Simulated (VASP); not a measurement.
# CdSe in VASP: further runs

Runs on CdSe. Level: PBE. Tasks: single point.

All numbers are computed with VASP 6.6.1; they aren't measurements. Logs are shortened: lines on timing, memory, paths and dates and some standing lists are left out, and cuts for length are marked.

### 1 The cell of the first run

The cell holds a slab with vacuum, 8 atoms: a = 4.298 Å, b = 4.298 Å, c = 26.400 Å, α = 90.00°, β = 90.00°, γ = 120.00°.

### 2 Single point, PBE, non-collinear spin, zero start, spin-orbit coupling

File INCAR:

```
PREC     = Accurate       # precision mode
ENCUT    = 400            # plane-wave cutoff, eV
EDIFF    = 1E-6           # SCF threshold, eV
ISMEAR   = -1             # smearing method
SIGMA    = 0.05           # smearing width, eV
LREAL    = False          # projectors in reciprocal space
LASPH    = True           # aspherical terms in the spheres
NELM     = 200            # most SCF steps
ALGO     = Normal         # electronic algorithm
ISIF     = 2              # what is computed and relaxed
LWAVE    = False          # write WAVECAR
LCHARG   = False          # write CHGCAR
MAGMOM   = 0 0 0 0 0 0 0 0 0 0 0 0 0 0 0 0 0 0 0 0 0 0 0 0 # initial moments
LORBIT   = 11             # projections on sites
LSORBIT  = True           # spin-orbit coupling
GGA_COMPAT= False        
LORBMOM  = True         
LDIPOL   = True         
IDIPOL   = 3            
DIPOL    = 0.5 0.5 0.500
GGA      = PE             # functional
NBANDS   = 90             # bands
NELMDL   = -8
```

File KPOINTS:

```
regular mesh
0
Gamma
  7 7 1
```

File POSCAR:

```
CdSe
1.0
    4.2984999142      0.0000000000      0.0000000000
   -2.1492499571      3.7226101239      0.0000000000
    0.0000000000      0.0000000000     26.3997000000
Se Cd
4 4
Direct
    0.6666666667      0.3333333334      0.2840941374
    0.3333333333      0.6666666666      0.4169592836
    0.6666666667      0.3333333334      0.5498244298
    0.3333333333      0.6666666666      0.6826895760
    0.3333333333      0.6666666666      0.3173104240
    0.6666666667      0.3333333334      0.4501755702
    0.3333333333      0.6666666666      0.5830407164
    0.6666666667      0.3333333334      0.7159058626
```

Potentials or basis: VASP PAW PBE potentials, release 64 (Se, Cd).

Started as:

```console
cat potpaw_PBE.64/Se/POTCAR potpaw_PBE.64/Cd/POTCAR > POTCAR
mpirun -np 1 vasp_ncl > vasp.out
```

OUTCAR:

```text
PREC = Accurate
   ENCUT = 400
   EDIFF = 1E-6
   ISMEAR = -1
   LREAL = False
   LASPH = True
   NELM = 200
   ISIF = 2
   LORBIT = 11
   LSORBIT = True
   GGA = PE
   NELMDL = -8

 ion  position               nearest neighbor table
   1  0.667  0.333  0.284-   5 2.63   5 2.63   5 2.63
   2  0.333  0.667  0.417-   5 2.63   6 2.63   6 2.63   6 2.63
   3  0.667  0.333  0.550-   6 2.63   7 2.63   7 2.63   7 2.63
   4  0.333  0.667  0.683-   7 2.63   8 2.63   8 2.63   8 2.63
   5  0.333  0.667  0.317-   2 2.63   1 2.63   1 2.63   1 2.63
   6  0.667  0.333  0.450-   3 2.63   2 2.63   2 2.63   2 2.63
   7  0.333  0.667  0.583-   4 2.63   3 2.63   3 2.63   3 2.63
   8  0.667  0.333  0.716-   4 2.63   4 2.63   4 2.63

  LATTYP: Found a hexagonal cell.
 ALAT       =     4.2984999142
 C/A-ratio  =     6.1416076601

  Lattice vectors:

 A1 = (   4.2984999142,   0.0000000000,   0.0000000000)
 A2 = (  -2.1492499571,   3.7226101239,   0.0000000000)
 A3 = (   0.0000000000,   0.0000000000,  26.3997000000)

Analysis of symmetry for initial positions (statically):
=====================================================================
 Subroutine PRICEL returns:
 Original cell was already a primitive cell.

 Routine SETGRP: Setting up the symmetry group for a
 hexagonal supercell.

 Subroutine GETGRP returns: Found  6 space group operations
 (whereof  6 operations were pure point group operations)
 out of a pool of 24 trial point group operations.

The static configuration has the point symmetry C_3v.

Analysis of symmetry for dynamics (positions and initial velocities):
=====================================================================
 Subroutine PRICEL returns:
 Original cell was already a primitive cell.

 Routine SETGRP: Setting up the symmetry group for a
 hexagonal supercell.

 Subroutine GETGRP returns: Found  6 space group operations
 (whereof  6 operations were pure point group operations)
 out of a pool of 24 trial point group operations.

The dynamic configuration has the point symmetry C_3v.

Analysis of structural, dynamic, and magnetic symmetry:
=====================================================================
 Subroutine PRICEL returns:
 Original cell was already a primitive cell.

 Routine SETGRP: Setting up the symmetry group for a
 hexagonal supercell.

 Subroutine GETGRP returns: Found  6 space group operations
 (whereof  6 operations were pure point group operations)
 out of a pool of 24 trial point group operations.
[... 1263 lines left out ...]
            0.000  -0.000  -0.000

 orbital moment (y)

 # of ion     p       d       tot
 ----------------------------------------
  1         0.000  -0.000   0.000
  2        -0.000  -0.000  -0.000
  3        -0.000  -0.000  -0.000
  4         0.000   0.000   0.000
  5        -0.000  -0.000  -0.000
  6        -0.000   0.000   0.000
  7         0.000  -0.000  -0.000
  8        -0.000  -0.000  -0.000
 ----------------------------------------
           -0.000  -0.000  -0.000

 orbital moment (z)

 # of ion     p       d       tot
 ----------------------------------------
  1         0.000   0.000   0.000
  2         0.000  -0.000  -0.000
  3         0.000   0.000   0.000
  4         0.000  -0.000  -0.000
  5        -0.000   0.000   0.000
  6        -0.000   0.000   0.000
  7         0.000  -0.000  -0.000
  8        -0.000  -0.000  -0.000
 ----------------------------------------
           -0.000   0.000  -0.000

 Spin-Orbit-Coupling matrix elements

 Ion:    1  E_soc:     -0.0584900
 l=   1
     0.0000000    -0.0102609    -0.0087106
    -0.0102609     0.0000000    -0.0102609
    -0.0087106    -0.0102609     0.0000000
 l=   2
     0.0000000    -0.0000007     0.0000000    -0.0000007    -0.0000069
    -0.0000007     0.0000000    -0.0000018     0.0000007    -0.0000007
     0.0000000    -0.0000018     0.0000000    -0.0000018     0.0000000
    -0.0000007     0.0000007    -0.0000018     0.0000000    -0.0000007
    -0.0000069    -0.0000007     0.0000000    -0.0000007     0.0000000
 l=   3
     0.0000000     0.0000000     0.0000000     0.0000000     0.0000000     0.0000000     0.0000000
     0.0000000     0.0000000     0.0000000     0.0000000     0.0000000     0.0000000     0.0000000
     0.0000000     0.0000000     0.0000000     0.0000000     0.0000000     0.0000000     0.0000000
     0.0000000     0.0000000     0.0000000     0.0000000     0.0000000     0.0000000     0.0000000
[... 129 lines left out ...]
 l=   2
     0.0000000    -0.0013759     0.0000000    -0.0013759    -0.0055927
    -0.0013759     0.0000000    -0.0041205    -0.0013517    -0.0013759
     0.0000000    -0.0041205     0.0000000    -0.0041205     0.0000000
    -0.0013759    -0.0013517    -0.0041205     0.0000000    -0.0013759
    -0.0055927    -0.0013759     0.0000000    -0.0013759     0.0000000
 l=   3
     0.0000000     0.0000000     0.0000000     0.0000000     0.0000000     0.0000000     0.0000000
     0.0000000     0.0000000     0.0000000     0.0000000     0.0000000     0.0000000     0.0000000
     0.0000000     0.0000000     0.0000000     0.0000000     0.0000000     0.0000000     0.0000000
     0.0000000     0.0000000     0.0000000     0.0000000     0.0000000     0.0000000     0.0000000
     0.0000000     0.0000000     0.0000000     0.0000000     0.0000000     0.0000000     0.0000000
     0.0000000     0.0000000     0.0000000     0.0000000     0.0000000     0.0000000     0.0000000
     0.0000000     0.0000000     0.0000000     0.0000000     0.0000000     0.0000000     0.0000000

 total charge

# of ion       s       p       d       tot
------------------------------------------
    1        1.463   2.311   0.018   3.792
    2        1.449   2.387   0.023   3.859
    3        1.448   2.392   0.023   3.863
    4        1.465   2.367   0.023   3.854
    5        0.456   0.315   9.535  10.306
    6        0.448   0.316   9.549  10.313
    7        0.453   0.315   9.548  10.316
    8        0.492   0.247   9.543  10.282
--------------------------------------------------
tot          7.673  10.650  38.262  56.586

 magnetization (x)

# of ion       s       p       d       tot
------------------------------------------
    1        0.000   0.000   0.000   0.000
    2        0.000   0.000   0.000   0.000
    3        0.000   0.000   0.000   0.000
    4        0.000  -0.000  -0.000  -0.000
    5        0.000   0.000   0.000   0.000
    6        0.000   0.000   0.000   0.000
    7        0.000   0.000   0.000   0.000
    8        0.000   0.000   0.000   0.000
--------------------------------------------------
tot          0.000  -0.000   0.000  -0.000

 magnetization (y)

# of ion       s       p       d       tot
------------------------------------------
    1        0.000   0.000   0.000   0.000
    2        0.000   0.000   0.000   0.000
    3        0.000   0.000   0.000   0.000
    4        0.000   0.000   0.000   0.000
    5        0.000   0.000   0.000   0.000
    6        0.000   0.000   0.000   0.000
    7        0.000   0.000   0.000   0.000
    8        0.000   0.000   0.000   0.000
--------------------------------------------------
tot          0.000   0.000   0.000   0.000

 magnetization (z)

# of ion       s       p       d       tot
------------------------------------------
    1        0.000   0.000  -0.000   0.000
    2        0.000  -0.000   0.000  -0.000
    3        0.000   0.000  -0.000   0.000
    4       -0.000   0.000   0.000  -0.000
    5       -0.000  -0.000  -0.000  -0.000
    6       -0.000   0.000   0.000  -0.000
    7        0.000  -0.000   0.000  -0.000
    8       -0.000   0.000  -0.000  -0.000
--------------------------------------------------
tot         -0.000  -0.000  -0.000  -0.000
```

OSZICAR:

```text
N       E                     dE             d eps       ncg     rms          rms(c)
DAV:   1     0.465820503710E+03    0.46582E+03   -0.26802E+04  2240   0.107E+03
DAV:   2     0.170511551837E+02   -0.44877E+03   -0.43329E+03  2524   0.291E+02
[... 35 lines left out ...]
DAV:  38    -0.204430622090E+02    0.94295E-03   -0.12776E-04  2592   0.711E-02    0.148E-01
DAV:  39    -0.204423298163E+02    0.73239E-03   -0.13949E-04  2504   0.671E-02    0.113E-01
DAV:  40    -0.204419174547E+02    0.41236E-03   -0.15704E-04  2354   0.706E-02    0.774E-02
DAV:  41    -0.204416251694E+02    0.29229E-03   -0.20005E-04  2556   0.858E-02    0.440E-02
DAV:  42    -0.204416366419E+02   -0.11472E-04   -0.61141E-05  2344   0.420E-02    0.330E-02
DAV:  43    -0.204416356944E+02    0.94748E-06   -0.18845E-06  1992   0.665E-03
   1 F= -.20441636E+02 E0= -.20425820E+02  d E =-.316307E-01  mag=     0.0000    -0.0000    -0.0000
```

It took 21 min on 1 thread of Intel Xeon 6975P-C (Granite Rapids), shared host; peak memory 1.1 GiB.

What came out:

```
Free energy                                           : -20.4416 eV
Largest force                                         : 0.875 eV/Å
Net moment                                            : 0.00 μB per cell
Valence electrons inside the program's atomic spheres : Se 3.79, 3.86, 3.85 (each value once); Cd 10.31, 10.32, 10.28 (each value once)
```

Forces on the atoms (eV/Å):
```
Se   0.000  0.000 -0.216
Se   0.000  0.000  0.548
Se   0.000  0.000  0.470
Se   0.000  0.000  0.875
Cd   0.000  0.000 -0.444
Cd   0.000  0.000 -0.501
Cd   0.000  0.000 -0.554
Cd   0.000  0.000 -0.178
```

Moments on the atoms (μB; x, y, z):
```
Se  0.00 0.00 0.00
Se  0.00 0.00 0.00
Se  0.00 0.00 0.00
Se  0.00 0.00 0.00
Cd  0.00 0.00 0.00
Cd  0.00 0.00 0.00
Cd  0.00 0.00 0.00
Cd  0.00 0.00 0.00
```

### 3 Single point, PBE

File INCAR:

```
ALGO     = Normal         # electronic algorithm
DIPOL    = 0.5 0.5 0.500
EDIFF    = 1E-6           # SCF threshold, eV
ENCUT    = 520            # plane-wave cutoff, eV
GGA      = PE             # functional
IDIPOL   = 3            
ISIF     = 2              # what is computed and relaxed
ISMEAR   = -1             # smearing method
LASPH    = T              # aspherical terms in the spheres
LCHARG   = T              # write CHGCAR
LDIPOL   = T            
LELF     = T              # ELF
LREAL    = F              # projectors in reciprocal space
LVACPOTAV= T            
LVHAR    = T            
LWAVE    = F              # write WAVECAR
NBANDS   = 46             # bands
NELM     = 100            # most SCF steps
PREC     = Accurate       # precision mode
SIGMA    = 0.05           # smearing width, eV
```

File KPOINTS:

```
k-points
0
Gamma
  7 7 1
```

POSCAR is that of step 2.

Potentials or basis: VASP PAW PBE potentials, release 64 (Se, Cd).

Started as:

```console
cat potpaw_PBE.64/Se/POTCAR potpaw_PBE.64/Cd/POTCAR > POTCAR
mpirun -np 1 vasp_std > vasp.out
```

Wall time 16 min (1 thread of Intel Xeon 8259CL, shared host); peak memory 0.52 GiB.

It converged, with:

```yaml
Free_energy: -20.2451 eV
Largest_force: 0.890 eV/Å
Band_gap_on_the_k_mesh: zero (bands 36 and 37 overlap by 0.21 eV)
```

Forces in eV/Å, atoms in the order of the input:
```
Se   0.000  0.000 -0.226
Se   0.000  0.000  0.560
Se   0.000  0.000  0.483
Se   0.000  0.000  0.890
Cd   0.000  0.000 -0.444
Cd   0.000  0.000 -0.510
Cd   0.000  0.000 -0.566
Cd   0.000  0.000 -0.187
```

Levels at points of the mesh, in eV from the Fermi level:
```tsv
k point	band 32	band 33	band 34	band 35	band 36	band 37	band 38	band 39	band 40	band 41
(0.00, 0.00, 0.00)	-1.06	-0.57	-0.57	-0.12	0.28	0.28	1.01	1.49	1.86	2.58
```
